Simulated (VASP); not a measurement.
Input of a VASP 6.6.1 run:

File INCAR:

```
PREC = Accurate ; ENCUT = 600
EDIFF = 1E-6 ; ISMEAR = 1
SIGMA = 0.05 ; LREAL = False
LASPH = True ; NELM = 120
ALGO = Normal ; ISIF = 2
LWAVE = False ; LCHARG = False
GGA = PE ; NBANDS = 15
GGA_COMPAT = False
```

KPOINTS

```
Automatic mesh
0
Gamma
  12 12 12
```

File POSCAR:

```
ZrC
1.0
    0.0000000000      2.2947378076      2.2947378076
    2.2947378076      0.0000000000      2.2947378076
    2.2947378076      2.2947378076      0.0000000000
Zr C
1 1
Direct
    0.5000000000      0.5000000000      0.5000000000
    0.0000000000      0.0000000000      0.0000000000
```

Potentials or basis: VASP PAW PBE potentials, release 64 (Zr_sv, C).

Run with:

```bash
$ cat potpaw_PBE.64/Zr_sv/POTCAR potpaw_PBE.64/C/POTCAR > POTCAR
$ mpirun -np 1 vasp_std > vasp.out
```

Problem. Estimate the band gap on the k mesh.

Solution. Zero (bands 8 and 9 overlap by 1.33 eV).

Problem. What does it give for the pressure?

Solution. 20.2 GPa.

Caveat: the cell stands under pressure.
